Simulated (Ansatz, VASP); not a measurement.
**Two plane-wave programs on SnO2**

The input INCAR:

```
  ALGO = Normal
  EDIFF = 1E-6
  ENCUT = 520
  GGA = PE
  ISIF = 2
  ISMEAR = 0
  IVDW = 12
  LASPH = T
  LCHARG = F
  LREAL = F
  LWAVE = F
  NBANDS = 35
  NELM = 60
  PREC = Accurate
  SIGMA = 0.05
```

KPOINTS

```
k-points
0
Gamma
  12 12 4
```

POSCAR

```
SnO2
1.0
    3.1310085445      0.0000000000      0.0000000000
   -1.5655042722      2.7115329390      0.0000000000
    0.0000000000      0.0000000000     10.0782601327
Sn O
2 4
Direct
    0.0000000000      0.0000000000      0.5000000000
    0.0000000000      0.0000000000      0.0000000000
    0.6666666667      0.3333333333      0.4018520904
    0.6666666667      0.3333333333      0.0981479096
    0.3333333333      0.6666666667      0.5981479096
    0.3333333333      0.6666666667      0.9018520904
```

Input for Ansatz:

```yaml
crystal:
  lattice:
    - [3.1310085445, 0.0, 0.0]
    - [-1.5655042722, 2.711532939, 0.0]
    - [0.0, 0.0, 10.0782601327]
  atoms:
    - { symbol: Sn, position: [0.0, 0.0, 0.5] }
    - { symbol: Sn, position: [0.0, 0.0, 0.0] }
    - { symbol: O, position: [0.6666666667, 0.3333333333, 0.4018520904] }
    - { symbol: O, position: [0.6666666667, 0.3333333333, 0.0981479096] }
    - { symbol: O, position: [0.3333333333, 0.6666666667, 0.5981479096] }
    - { symbol: O, position: [0.3333333333, 0.6666666667, 0.9018520904] }
basis:
  ecutwfc: 520.0
kpoints:
  mp_grid: { grid: [12, 12, 4] }
hamiltonian:
  xc: pbe
  pseudopotentials: { kind: paw, azcp: { folder: soft_1 } }
  dispersion: d3bj
scf:
  occupations: { method: gaussian, width: 0.05 }
output:
  forces: true
  stress: true
  eigenvalues: true
```

Change from the starting cell: mode 1 frozen in at +0.000 Å, equal normal strain along x, y and z -0.0250.

Alike in both runs: task single point; functional PBE; dispersion D3(BJ); k mesh 12 × 12 × 4; occupations gaussian, width 0.05 eV; no spin polarisation.

|  | VASP | Ansatz |
| --- | --- | --- |
| version | VASP 6.6.1 | Ansatz 0.2.0 |
| potentials or method | VASP PAW PBE potentials, release 64 (Sn_d, O), cutoff 520 eV | scalar-relativistic, plane waves, PAW |
| valence electrons in the cell | 52 | 52 |

Ansatz gave:

```
gap on the k mesh at the Fermi level (eV)                     : 2.57
least direct gap on the mesh (eV)                             : 3.06
pressure (GPa)                                                : 12.3
traceless stress, the component that is largest in VASP (GPa) : -4.94
rms of the force components (eV/Å)                            : 0.445
```

**Question.** Which values does VASP return?

**Answer.** gap on the k mesh at the Fermi level (eV): 2.55; least direct gap on the mesh (eV): 3.05; pressure (GPa): 13.1; traceless stress, the component that is largest in VASP (GPa): -5.38; rms of the force components (eV/Å): 0.478.

Atom by atom the forces differ by 0.033 eV/Å (rms over components).
